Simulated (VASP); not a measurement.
Wanted: the native input for a VASP 6.6.1 run.

| Item | Value |
| --- | --- |
| Task | single point |
| Functional | PBE |
| Potentials or basis | VASP PAW PBE potentials, release 64 (Pr_3, Pb_d), 4f in core |
| Cutoff | 500 eV |
| k mesh | 3 × 3 × 4 |
| Occupations | gaussian, width 0.2 eV |
| Spin | no spin polarisation |
| Dipole correction | no |
| Mended | yes |
| Further INCAR settings | ALGO = Normal; EDIFF = 1e-06; NBANDS = 50 |

The structure of PrPb5 lies in POSCAR:

```
PrPb5
1.0
    7.3604999505      0.0000000000      0.0000000000
    0.0000000000      7.3604999505      0.0000000000
    0.0000000000      0.0000000000      5.0641549591
Pr Pb
1 5
Direct
    0.0000000000      0.0000000000      0.3773342340
    0.5000000000      0.5000000000      0.8772208868
    0.3037146239      0.0000000000      0.8774100823
    0.6962853761      0.0000000000      0.8774100823
    0.0000000000      0.3037146239      0.8774100823
    0.0000000000      0.6962853761      0.8774100823
```

The cell was built from a structure type or drawn by symmetry, and may not be a known phase.

One way to write it, as run:

INCAR

```
SYSTEM = PrPb5
  ALGO = Normal
  EDIFF = 1E-6
  ENCUT = 500
  GGA = PE
  GGA_COMPAT = .FALSE.
  ISIF = 2
  ISMEAR = 0
  LASPH = .TRUE.
  LCHARG = .FALSE.
  LMAXMIX = 6
  LREAL = .FALSE.
  LWAVE = .FALSE.
  NBANDS = 50
  NELM = 200
  PREC = Accurate
  SIGMA = 0.2
```

KPOINTS

```
k-points
0
G
  3 3 4
  0 0 0
```

Potentials or basis: VASP PAW PBE potentials, release 64 (Pr_3, Pb_d), 4f in core.

The run is started by

```sh
$ cat potpaw_PBE.64/Pr_3/POTCAR potpaw_PBE.64/Pb_d/POTCAR > POTCAR
$ mpirun -np 1 vasp_std > vasp.out
```

Results of the run:

The pressure is 0.2 GPa and the largest force is 0.041 eV/Å. The band gap on the k mesh is zero (an odd number of electrons rules out a gap without spin polarisation).

Caveat: spin-orbit coupling is left out, which moves the levels of the heavy elements; the 4f electrons are frozen in the core, so they carry no moment and show no levels.

Wall time 78 s on 1 thread of Intel(R) Xeon(R) 6975P-C (Granite Rapids), with other jobs on the host, peak memory 0.37 GiB.
